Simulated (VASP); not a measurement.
Write the native input for VASP 6.6.1 that does the following.

```
Task                   : electric field gradients
Functional             : PBEsol
Potentials or basis    : VASP PAW PBE potentials, release 64 (Hf_pv)
Cutoff                 : 520 eV
k mesh                 : 14 × 14 × 14
Occupations            : fermi-dirac, width 0.05 eV
Spin                   : no spin polarisation
Dipole correction      : no
Further INCAR settings : ALGO = Normal; EDIFF = 1e-08; NBANDS = 11
```

The structure of Hf lies in POSCAR:

```
Hf
1.0
   -1.8050000000      1.8050000000      1.8411000000
    1.8050000000     -1.8050000000      1.8411000000
    1.8050000000      1.8050000000     -1.8411000000
Hf
1
Direct
    0.0000000000      0.0000000000      0.0000000000
```

This cell differs from its parent crystal: zz strain of +2 %.

These files were run (other wordings do the same):

INCAR

```
ALGO = Normal ; EDIFF = 1E-8
ENCUT = 520 ; GGA = PS
ISIF = 2 ; ISMEAR = -1
LASPH = True ; LCHARG = False
LEFG = True ; LREAL = False
LWAVE = False ; NBANDS = 11
NELM = 60 ; PREC = Accurate
SIGMA = 0.05
```

KPOINTS

```
k-points
0
Gamma
  14 14 14
```

Potentials or basis: VASP PAW PBE potentials, release 64 (Hf_pv).

The run is started by

```bash
$ cat potpaw_PBE.64/Hf_pv/POTCAR > POTCAR
$ mpirun -np 1 vasp_std > vasp.out
```

It gave:

The pressure is -10.8 GPa. The band gap on the k mesh is zero (band 5 reaches 5.35 eV, above the bottom of band 6 at 3.27 eV).

Caveat: the cell differs from its parent crystal (zz strain of +2 %); without QUAD_EFG the Cq values of the log hold for a quadrupole moment of 1 mb, not for the nuclei; the PAW data sets were made with another functional, which shifts forces and pressure a little; spin-orbit coupling is left out, which moves the levels of the heavy elements.

It took 30 s on 1 thread of Intel(R) Xeon(R) Platinum 8488C (Sapphire Rapids), on a shared host, peak memory 0.18 GiB.
